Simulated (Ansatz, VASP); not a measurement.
One calculation of W, two programs

File INCAR:

```
PREC     = Accurate       # precision mode
ENCUT    = 520            # plane-wave cutoff, eV
EDIFF    = 1E-6           # SCF threshold, eV
ISMEAR   = 0              # smearing method
SIGMA    = 0.15           # smearing width, eV
LREAL    = F              # projectors in reciprocal space
LASPH    = T              # aspherical terms in the spheres
NELM     = 100            # most SCF steps
ALGO     = Fast           # electronic algorithm
ISIF     = 2              # what is computed and relaxed
LWAVE    = F              # write WAVECAR
LCHARG   = F              # write CHGCAR
GGA      = PS             # functional
NBANDS   = 13             # bands
```

The input KPOINTS:

```
Automatic mesh
0
Gamma
  26 26 26
```

Contents of POSCAR:

```
W
1.0
   -1.5771801398      1.6560391468      1.5771801398
    1.5771801398     -1.6560391468      1.5771801398
    1.5771801398      1.6560391468     -1.5771801398
W
1
Direct
    0.0000000000      0.0000000000      0.0000000000
```

Input for Ansatz:

```yaml
crystal:
  lattice:
    - [-1.5771801398, 1.6560391468, 1.5771801398]
    - [1.5771801398, -1.6560391468, 1.5771801398]
    - [1.5771801398, 1.6560391468, -1.5771801398]
  atoms:
    - { symbol: W, position: [0.0, 0.0, 0.0] }
basis:
  ecutwfc: 420
kpoints:
  mp_grid: { grid: [26, 26, 26] }
hamiltonian:
  xc: pbesol
scf:
  occupations: { method: gaussian, width: 0.15 }
output:
  forces: true
  stress: true
  eigenvalues: true
  write_density: true
  write_potential: true
  elf: true
  volumetric_format: npy
```

Change from the starting cell: strain +0.0500 x Voigt [0, 1, 0, 0, 0, 0], atoms carried along.

Alike in both runs: task single point; functional PBEsol; k mesh 26 × 26 × 26; occupations gaussian, width 0.15 eV; no spin polarisation.

```csv
,VASP,Ansatz
version,VASP 6.6.1,Ansatz 0.2.0
potentials or method,"VASP PAW PBE potentials, release 64 (W_sv), cutoff 520 eV","scalar-relativistic, plane waves, PAW"
valence electrons in the cell,14,14
```

|  | VASP | Ansatz | Ansatz less VASP |
| --- | --- | --- | --- |
| gap on the k mesh at the Fermi level (eV) | none | none | - |
| pressure (GPa) | -13.5 | -13.9 | -0.46 |
| traceless stress, the component that is largest in VASP (GPa) | -9.03 | -9.05 | -0.012 |

VASP's potentials were made for PBE, not for PBEsol. A gap of «none» marks a metal or a gap that the smearing closes. The functional is the same, so the differences come from potentials, cutoffs and numerics.

Neither program's run includes spin-orbit coupling.
